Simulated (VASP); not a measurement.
The system is Ru.

```xyz
2
Lattice="2.7058 0.0000 0.0000 -1.3529 2.3433 0.0000 0.0000 0.0000 4.2819" Properties=species:S:1:pos:R:3 pbc="T T T"
Ru    1.3529    0.7811    3.2114
Ru    0.0000    1.5622    1.0705
```

- Program: VASP 6.6.1
- Task: relaxation of cell and atoms
- Functional: BLYP
- Potentials or basis: VASP PAW PBE potentials, release 64 (Ru_sv)
- Cutoff: 560 eV
- k mesh: 11 × 11 × 6
- Occupations: fermi-dirac, width 0.05 eV
- Spin: no spin polarisation

At the start: pressure 19.2 GPa; volume 13.57 Å³/atom.

Question: How do energy, volume and symmetry change on relaxing?

Answer: Over 9 steps the energy falls by 48.4 meV/atom and the volume is 14.43 Å³/atom (+6.3 %); space group P6_3/mmc (No. 194, to 0.1 Å) before and after.

Step by step:
```
step  energy change (eV)  largest force (eV/Å)  pressure (GPa)  volume (Å³)
   1              0.0000                0.0000           19.20        27.15
   2              0.4721                0.0000          -29.71        34.06
   3             -0.0963                0.0000           -1.08        28.98
   4             -0.0967                0.0000           -0.13        28.87
   5             -0.0967                0.0000            0.20        28.84
   6             -0.0968                0.0000            0.21        28.84
   7             -0.0969                0.0000            0.20        28.84
   8             -0.0968                0.0000           -0.38        28.90
   9             -0.0969                0.0000           -0.02        28.87
```

Final structure:
```cif
data_structure
_symmetry_space_group_name_H-M 'P 1'
_symmetry_Int_Tables_number 1
_cell_length_a 2.7645
_cell_length_b 2.7645
_cell_length_c 4.3612
_cell_angle_alpha 90.000
_cell_angle_beta 90.000
_cell_angle_gamma 120.000
_cell_volume 28.87
loop_
_atom_site_label
_atom_site_type_symbol
_atom_site_fract_x
_atom_site_fract_y
_atom_site_fract_z
_atom_site_occupancy
Ru1 Ru 0.66667 0.33333 0.75000 1
Ru2 Ru 0.33333 0.66667 0.25000 1
```

Caveat: the PAW data sets were made with another functional, which shifts forces and pressure a little.
